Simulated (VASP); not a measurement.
Runs of VASP 6.6.1 on Sc. The structure is that of space group Fm-3m (No. 225), or close to it. The cells are those of the table. 

```csv
task,level,cell,cutoff (eV),smearing,gap on the mesh (eV),pressure (GPa),relaxed volume (Å³/atom)
single point,PBE,"a = 3.159, b = 3.173, c = 3.183 Å, angles 61.4, 61.3, 62.2°, 1 atom",520,fermi-dirac 0.05 eV,none,3.1,-
relaxation of cell and atoms,RPBE+D3(BJ),"relaxed from a = 3.248, b = 3.213, c = 3.274 Å, angles 60.7, 60.8, 59.5°, 1 atom",600,gaussian 0.1 eV,none,0.0,17.20
single point,PBEsol,"a = 3.219, b = 3.219, c = 3.222 Å, angles 60.0, 60.0, 60.1°, 1 atom",520,fermi-dirac 0.05 eV,none,0.0,-
single point,PBEsol,"a = 3.064, b = 3.064, c = 3.066 Å, angles 60.0, 60.0, 60.0°, 1 atom",520,fermi-dirac 0.05 eV,none,10.0,-
single point,PBE,"a = 3.137, b = 3.151, c = 3.160 Å, angles 61.4, 61.3, 62.2°, 1 atom",520,fermi-dirac 0.05 eV,none,(b),-
relaxation of cell and atoms,PBEsol,"relaxed to 2 GPa from a = 3.202, b = 3.216, c = 3.226 Å, angles 61.4, 61.3, 62.2°, 1 atom",600,fermi-dirac 0.05 eV,none,2.0,-
single point,PBE,"a = 3.265, b = 3.280, c = 3.290 Å, angles 61.4, 61.3, 62.2°, 1 atom",520,fermi-dirac 0.05 eV,none,(a),-
relaxation of cell and atoms,PBEsol,"relaxed from a = 3.202, b = 3.216, c = 3.226 Å, angles 61.4, 61.3, 62.2°, 1 atom",600,fermi-dirac 0.05 eV,none,0.0,23.67
```

Alike in all rows: potentials or basis VASP PAW PBE potentials, release 64 (Sc_sv); no spin polarisation; k mesh 10 × 10 × 10.

Q: Fill in the values left out.

A: (a) -2.1; (b) 4.4.

Caveats: the PAW data sets were made with another functional, which shifts forces and pressure a little (at least some runs); the cell stands under pressure (at least some runs); the volume moved by over 15 % at a fixed basis, so the end points are rough (at least some runs); the cell is relaxed towards a set pressure, so the run minimises the enthalpy, not the energy (at least some runs).

A gap of «none» marks levels without a gap at the run's occupations.
